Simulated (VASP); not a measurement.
# Pd (Fm-3m) in VASP: notebook

Pd is run at these levels: PBE; tasks: single point.

All numbers are computed with VASP 6.6.1; they aren't measurements. Logs are shortened: lines on timing, memory, paths and dates and some standing lists are left out, and cuts for length are marked.

## (1) The cell of the first run

It takes space group Fm-3m (No. 225, cubic). The conventional cell has a = 3.630 Å, b = 3.630 Å, c = 3.630 Å, α = 90.00°, β = 90.00°, γ = 90.00°. Within 3.4 Å of Pd (site symmetry m-3m) lie 12 Pd at 2.57 Å.

## (2) Single point, PBE (11.96 Å³/atom)

INCAR

```
PREC = Accurate
ENCUT = 500
EDIFF = 1E-6
ISMEAR = -1
SIGMA = 0.05
LREAL = F
LASPH = T
NELM = 120
ALGO = Normal
ISIF = 2
LWAVE = F
LCHARG = F
GGA = PE
NBANDS = 11
GGA_COMPAT = F
```

KPOINTS

```
regular mesh
0
Gamma
  18 18 18
```

POSCAR

```
Pd
1.0
    0.0000000000      1.8149771438      1.8149771438
    1.8149771438      0.0000000000      1.8149771438
    1.8149771438      1.8149771438      0.0000000000
Pd
1
Direct
    0.0000000000      0.0000000000      0.0000000000
```

Potentials or basis: VASP PAW PBE potentials, release 64 (Pd).

On the command line:

```sh
> cat potpaw_PBE.64/Pd/POTCAR > POTCAR
> mpirun -np 1 vasp_std > vasp.out
```

OUTCAR:

```text
PREC = Accurate
   ENCUT = 500
   EDIFF = 1E-6
   ISMEAR = -1
   LREAL = F
   LASPH = T
   NELM = 120
   ISIF = 2
   GGA = PE

 ion  position               nearest neighbor table
   1  0.000  0.000  0.000-

  LATTYP: Found a face centered cubic cell.
 ALAT       =     3.6299542876

  Lattice vectors:

 A1 = (   0.0000000000,   1.8149771438,   1.8149771438)
 A2 = (   1.8149771438,   0.0000000000,   1.8149771438)
 A3 = (   1.8149771438,   1.8149771438,   0.0000000000)

Analysis of symmetry for initial positions (statically):
=====================================================================
 Subroutine PRICEL returns:
 Original cell was already a primitive cell.

 Routine SETGRP: Setting up the symmetry group for a
 face centered cubic supercell.

 Subroutine GETGRP returns: Found 48 space group operations
 (whereof 48 operations were pure point group operations)
 out of a pool of 48 trial point group operations.

The static configuration has the point symmetry O_h .

Analysis of symmetry for dynamics (positions and initial velocities):
=====================================================================
 Subroutine PRICEL returns:
 Original cell was already a primitive cell.

 Routine SETGRP: Setting up the symmetry group for a
 face centered cubic supercell.

 Subroutine GETGRP returns: Found 48 space group operations
 (whereof 48 operations were pure point group operations)
 out of a pool of 48 trial point group operations.

The dynamic configuration has the point symmetry O_h .

 Subroutine INISYM returns: Found 48 space group operations
 (whereof 48 operations are pure point group operations),
 and found     1 'primitive' translations

----------------------------------------------------------------------------------------

                                     Primitive cell

  volume of cell :      11.9576

  direct lattice vectors                    reciprocal lattice vectors
     0.000000000  1.814977144  1.814977144    -0.275485563  0.275485563  0.275485563
     1.814977144  0.000000000  1.814977144     0.275485563 -0.275485563  0.275485563
     1.814977144  1.814977144  0.000000000     0.275485563  0.275485563 -0.275485563

  length of vectors
     2.566765292  2.566765292  2.566765292     0.477154992  0.477154992  0.477154992

  position of ions in fractional coordinates (direct lattice)
     0.000000000  0.000000000  0.000000000

  ion indices of the primitive-cell ions
   primitive index   ion index
                 1           1

[... 76 lines left out ...]
   NFREE  =      0    steps in history (QN), initial steepest desc. (CG)
   ISIF   =      2    stress and relaxation
   ISYM   =      2    0-nonsym 1-usesym 2-fastsym
   POTIM  = 0.5000    time-step for ionic-motion
   TEBEG  =    0.0;   TEEND  =   0.0 temperature during run
   PSTRESS=    0.0 pullay stress
   NELECT =      10.0000    total number of electrons
   NUPDOWN=      -1.0000    fix difference up-down
   EMIN   =  10.00;   EMAX   =-10.00  energy-range for DOS
   EFERMI =   0.00;   METHOD = LEGACY
   ISMEAR =    -1;   SIGMA  =   0.05  broadening in eV -4-tet -1-fermi 0-gaus
   EFERMI_NEDOS =   21; number of points for ismear=-14 and -15
   IALGO  =     38    algorithm
   IMIX   =      4    mixing-type and parameters
     AMIX     =   0.40;   BMIX     =  1.00
     AMIX_MAG =   1.60;   BMIX_MAG =  1.00
  volume/ion in A,a.u.               =      11.96        80.69
  Fermi-wavevector in a.u.,A,eV,Ry     =   1.542388  2.914691 32.367731  2.378961
  Thomas-Fermi vector in A             =   2.648200
   LORBIT       =      0    0 simple, 1 ext, 2 COOP (PROOUT), +10 PAW based schemes
   GGA     = PE    functional components
   LHFCALC =     F    Hartree Fock is set to
   AEXX    =    0.0000 exact exchange contribution
   IVDW    =     0    specifies the selected vdW correction
   LEPSILON=     F    determine dielectric tensor
   LRPA    =     F    only Hartree local field effects (RPA)
 non-spin polarized calculation
  energy-cutoff  :      500.00
  volume of cell :       11.96
 maximum number of plane-waves:       316
   NGX =  9   NGY =  9   NGZ =  9

 number of electron      10.0000001 magnetization

 Free energy of the ion-electron system (eV)
  ---------------------------------------------------
  ext. energy  EPLUGINS =         0.00000000
  ---------------------------------------------------
  free energy    TOTEN  =        -4.57722360 eV

  energy without entropy =       -4.56384489  energy(sigma->0) =       -4.57053425

 E-fermi :  13.8138     XC(G=0): -14.5383

 val. band max:       13.8013432819   @ k =   0.5000   0.0556   0.0000
 cond. band min:      13.8181775173   @ k =  -0.4444   0.3889   0.1111
 fundamental gap:      0.0168342354
 Fermi energy:        13.8138237792

 k-point     1 :       0.0000    0.0000    0.0000
  band No.  band energies     occupation
      1       4.8966      2.00000
      2       9.8220      2.00000
      3       9.8220      2.00000
      4       9.8220      2.00000
      5      12.0895      2.00000
      6      12.0895      2.00000
      7      30.8180      0.00000
      8      36.8480      0.00000
      9      36.8480      0.00000
     10      36.8480      0.00000
     11      39.0877      0.00000
[... 309 lines left out ...]
 k-point    24 :      -0.2222    0.0556    0.0000
  band No.  band energies     occupation
      1       6.8109      2.00000
      2       9.5429      2.00000
      3      10.2584      2.00000
      4      10.3036      2.00000
      5      11.8830      2.00000
      6      12.6385      2.00000
      7      30.3588      0.00000
      8      32.6988      0.00000
      9      38.5249      0.00000
     10      39.0833      0.00000
     11      40.5910      0.00000

 [... further k-points ...]

------------------------ aborting loop because EDIFF is reached ----------------------------------------

  FORCE on cell =-STRESS in cart. coord.  units (eV):
  Direction    XX          YY          ZZ          XY          YZ          ZX
  --------------------------------------------------------------------------------------
  -------------------------------------------------------------------------------------
  Total        6.0487943      6.0487943      6.0487943      0.0000000      0.0000000      0.0000000
  in kB      810.4680913    810.4680913    810.4680913      0.0000000      0.0000000      0.0000000
  external PRESSURE =     810.4680913 kB  Pullay stress =       0.0000000 kB

 VOLUME and BASIS-vectors are now :
 -----------------------------------------------------------------------------
  energy-cutoff  :      500.00
  volume of cell :       11.96
      direct lattice vectors                 reciprocal lattice vectors
     0.000000000  1.814977144  1.814977144    -0.275485563  0.275485563  0.275485563
     1.814977144  0.000000000  1.814977144     0.275485563 -0.275485563  0.275485563
     1.814977144  1.814977144  0.000000000     0.275485563  0.275485563 -0.275485563

 POSITION                                       TOTAL-FORCE (eV/Angst)
 -----------------------------------------------------------------------------------
      0.00000      0.00000      0.00000        -0.000000     -0.000000      0.000000
 -----------------------------------------------------------------------------------
    total drift:                                0.000000      0.000000      0.000000

  FREE ENERGIE OF THE ION-ELECTRON SYSTEM (eV)
  ---------------------------------------------------
  free  energy   TOTEN  =        -4.5772235999 eV

  energy  without entropy=       -4.5638448901  energy(sigma->0) =       -4.57053425
```

OSZICAR:

```text
N       E                     dE             d eps       ncg     rms          rms(c)
DAV:   1     0.435031868420E+02    0.43503E+02   -0.51341E+03  4290   0.848E+02
DAV:   2    -0.437772994485E+01   -0.47881E+02   -0.46397E+02  4713   0.191E+02
DAV:   3    -0.488030946633E+01   -0.50258E+00   -0.50142E+00  5214   0.210E+01
DAV:   4    -0.488188107940E+01   -0.15716E-02   -0.15715E-02  5286   0.120E+00
DAV:   5    -0.488189237347E+01   -0.11294E-04   -0.11295E-04  5469   0.956E-02    0.144E+01
DAV:   6    -0.462074664746E+01    0.26115E+00   -0.66576E-01  5313   0.708E+00    0.750E+00
DAV:   7    -0.458300378344E+01    0.37743E-01   -0.73722E-02  5304   0.214E+00    0.262E+00
DAV:   8    -0.457727204920E+01    0.57317E-02   -0.56249E-03  5042   0.750E-01    0.188E-01
DAV:   9    -0.457721656414E+01    0.55485E-04   -0.14921E-04  5280   0.115E-01    0.161E-02
DAV:  10    -0.457722404999E+01   -0.74858E-05   -0.44463E-06  5636   0.180E-02    0.495E-03
DAV:  11    -0.457722359994E+01    0.45004E-06   -0.10242E-07  3433   0.322E-03
   1 F= -.45772236E+01 E0= -.45705342E+01  d E =-.133787E-01
```

It took 23 s on 1 thread of Intel Xeon Platinum 8259CL at 2.50GHz (Skylake/Cascade Lake), shared host; peak memory 0.14 GiB.

Results:

| Item | Value |
| --- | --- |
| Free energy | -4.5772 eV |
| Pressure | 81.0 GPa |
| Band gap on the k mesh | zero (bands 5 and 6 overlap by 2.28 eV) |

Levels at points of the mesh, in eV from the Fermi level:
| k point | band 2 | band 3 | band 4 | band 5 | band 6 | band 7 | band 8 | band 9 |
| --- | --- | --- | --- | --- | --- | --- | --- | --- |
| (0.00, 0.00, 0.00) | -3.99 | -3.99 | -3.99 | -1.72 | -1.72 | 17.00 | 23.03 | 23.03 |
| (0.50, 0.00, 0.00) | -4.08 | -4.08 | -0.02 | -0.02 | 0.54 | 9.23 | 16.44 | 23.04 |
| (0.50, 0.50, 0.00) | -7.12 | -0.06 | 0.44 | 0.44 | 3.37 | 13.20 | 14.34 | 14.34 |

Caveat: the cell stands under pressure.

## (3) Single point, PBE

INCAR

```
SYSTEM = Pd
PREC = Accurate ; ENCUT = 520
EDIFF = 1E-6 ; ISMEAR = -1
SIGMA = 0.05 ; LREAL = .False.
LASPH = .True. ; NELM = 80
ALGO = Normal ; ISIF = 2
LWAVE = .False. ; LCHARG = .True.
GGA = PE ; LELF = .True.
LVHAR = .True. ; NBANDS = 11
```

KPOINTS

```
Automatic mesh
0
Gamma
  18 18 18
  0 0 0
```

POSCAR

```
Pd
1.0
    0.0000000000      1.8145430673      1.8145430673
    1.8145430673      0.0000000000      1.8145430673
    1.8145430673      1.8145430673      0.0000000000
Pd
1
Direct
    0.0000000000      0.0000000000      0.0000000000
```

Potentials or basis: VASP PAW PBE potentials, release 64 (Pd).

On the command line:

```sh
> cat potpaw_PBE.64/Pd/POTCAR > POTCAR
> mpirun -np 1 vasp_std > vasp.out
```

Wall time 36 s (1 thread of Intel Xeon 8259CL, shared host); peak memory 0.15 GiB.

It converged, with:

| Property | Result |
| --- | --- |
| Free energy | -4.5729 eV |
| Pressure | 81.4 GPa |
| Band gap on the k mesh | zero (bands 5 and 6 overlap by 2.28 eV) |

Levels at points of the mesh, in eV from the Fermi level:
```
           k point  band 1  band 2  band 3  band 4  band 5  band 6  band 7  band 8  band 9  band 10
(0.00, 0.00, 0.00)   -8.92   -4.00   -4.00   -4.00   -1.73   -1.73   17.00   23.04   23.04    23.04
(0.50, 0.00, 0.00)   -7.21   -4.09   -4.09   -0.02   -0.02    0.54    9.24   16.44   23.05    23.05
(0.50, 0.50, 0.00)   -7.52   -7.13   -0.06    0.44    0.44    3.37   13.21   14.34   14.34    24.43
```

Caveat: the cell stands under pressure.

## (4) Single point, PBE

This run uses another cell than the first one, of 15.33 Å³/atom.

INCAR

```
PREC     = Accurate       # precision mode
ENCUT    = 520            # plane-wave cutoff, eV
EDIFF    = 1E-6           # SCF threshold, eV
ISMEAR   = -1             # smearing method
SIGMA    = 0.05           # smearing width, eV
LREAL    = F              # projectors in reciprocal space
LASPH    = T              # aspherical terms in the spheres
NELM     = 80             # most SCF steps
ALGO     = Normal         # electronic algorithm
ISIF     = 2              # what is computed and relaxed
LWAVE    = F              # write WAVECAR
LCHARG   = F              # write CHGCAR
GGA      = PE             # functional
NBANDS   = 11             # bands
```

KPOINTS

```
Automatic mesh
0
Gamma
  17 17 17
```

POSCAR

```
Pd
1.0
    0.0000000000      1.9716945049      1.9716945049
    1.9716945049      0.0000000000      1.9716945049
    1.9716945049      1.9716945049      0.0000000000
Pd
1
Direct
    0.0000000000      0.0000000000      0.0000000000
```

Potentials or basis: VASP PAW PBE potentials, release 64 (Pd).

On the command line:

```sh
> cat potpaw_PBE.64/Pd/POTCAR > POTCAR
> mpirun -np 1 vasp_std > vasp.out
```

OUTCAR:

```text
PREC = Accurate
   ENCUT = 520
   EDIFF = 1E-6
   ISMEAR = -1
   LREAL = F
   LASPH = T
   NELM = 80
   ISIF = 2
   GGA = PE

 ion  position               nearest neighbor table
   1  0.000  0.000  0.000-

  LATTYP: Found a face centered cubic cell.
 ALAT       =     3.9433890098

  Lattice vectors:

 A1 = (   0.0000000000,   1.9716945049,   1.9716945049)
 A2 = (   1.9716945049,   0.0000000000,   1.9716945049)
 A3 = (   1.9716945049,   1.9716945049,   0.0000000000)

[... 513 lines left out ...]
     11      34.8727      0.00000

 [... further k-points ...]

------------------------ aborting loop because EDIFF is reached ----------------------------------------

  FORCE on cell =-STRESS in cart. coord.  units (eV):
  Direction    XX          YY          ZZ          XY          YZ          ZX
  --------------------------------------------------------------------------------------
  -------------------------------------------------------------------------------------
  Total       -0.0260212     -0.0260212     -0.0260212      0.0000000      0.0000000     -0.0000000
  in kB       -2.7195045     -2.7195045     -2.7195045      0.0000000      0.0000000     -0.0000000
  external PRESSURE =      -2.7195045 kB  Pullay stress =       0.0000000 kB

 VOLUME and BASIS-vectors are now :
 -----------------------------------------------------------------------------
  energy-cutoff  :      520.00
  volume of cell :       15.33
      direct lattice vectors                 reciprocal lattice vectors
     0.000000000  1.971694505  1.971694505    -0.253588981  0.253588981  0.253588981
     1.971694505  0.000000000  1.971694505     0.253588981 -0.253588981  0.253588981
     1.971694505  1.971694505  0.000000000     0.253588981  0.253588981 -0.253588981

 POSITION                                       TOTAL-FORCE (eV/Angst)
 -----------------------------------------------------------------------------------
      0.00000      0.00000      0.00000        -0.000000     -0.000000      0.000000
 -----------------------------------------------------------------------------------
    total drift:                               -0.000000      0.000000     -0.000000

  FREE ENERGIE OF THE ION-ELECTRON SYSTEM (eV)
  ---------------------------------------------------
  free  energy   TOTEN  =        -5.2229971470 eV

  energy  without entropy=       -5.2000979787  energy(sigma->0) =       -5.21154756
```

OSZICAR:

```text
N       E                     dE             d eps       ncg     rms          rms(c)
DAV:   1     0.425833226541E+02    0.42583E+02   -0.51313E+03  3654   0.847E+02
DAV:   2    -0.492311149493E+01   -0.47506E+02   -0.45815E+02  4041   0.182E+02
DAV:   3    -0.549582090922E+01   -0.57271E+00   -0.56834E+00  4373   0.212E+01
DAV:   4    -0.549861902085E+01   -0.27981E-02   -0.27978E-02  4379   0.157E+00
DAV:   5    -0.549865161967E+01   -0.32599E-04   -0.32599E-04  4763   0.152E-01    0.695E+00
DAV:   6    -0.523434727286E+01    0.26430E+00   -0.11402E+00  4440   0.862E+00    0.340E+00
DAV:   7    -0.522621827507E+01    0.81290E-02   -0.98204E-03  4627   0.734E-01    0.184E+00
DAV:   8    -0.522300177008E+01    0.32165E-02   -0.10123E-03  4478   0.254E-01    0.648E-02
DAV:   9    -0.522299371977E+01    0.80503E-05   -0.67494E-05  4698   0.692E-02    0.211E-02
DAV:  10    -0.522299786923E+01   -0.41495E-05   -0.80283E-06  4373   0.251E-02    0.701E-03
DAV:  11    -0.522299714703E+01    0.72220E-06   -0.29767E-07  2986   0.528E-03
   1 F= -.52229971E+01 E0= -.52115476E+01  d E =-.228992E-01
```

Run time: 32 s. Hardware: 1 thread of Intel Xeon 8259CL, shared host; peak memory 0.16 GiB.

Results:

* Free energy: -5.2230 eV
* Pressure: -0.3 GPa
* Band gap on the k mesh: zero (bands 5 and 6 overlap by 1.46 eV)

Levels at points of the mesh, in eV from the Fermi level:
```
           k point  band 2  band 3  band 4  band 5  band 6  band 7  band 8  band 9
(0.00, 0.00, 0.00)   -2.66   -2.66   -2.66   -1.15   -1.15   17.18   21.74   21.74
```

## (5) Summary

```tsv
cell	k mesh	cutoff (eV)	gap on the mesh (eV)	pressure (GPa)
a = 2.567 Å, angles 60.0°, 1 atom	18 × 18 × 18	500	none	81.0
a = 2.566 Å, angles 60.0°, 1 atom	18 × 18 × 18	520	none	81.4
a = 2.788 Å, angles 60.0°, 1 atom	17 × 17 × 17	520	none	-0.3
```

Alike in all rows: task single point; level PBE; potentials or basis VASP PAW PBE potentials, release 64 (Pd); no spin polarisation; smearing fermi-dirac 0.05 eV.

Caveats: the cell stands under pressure (at least some runs).

Total energies depend on the potentials used, so only differences within one code and one set of settings carry meaning.
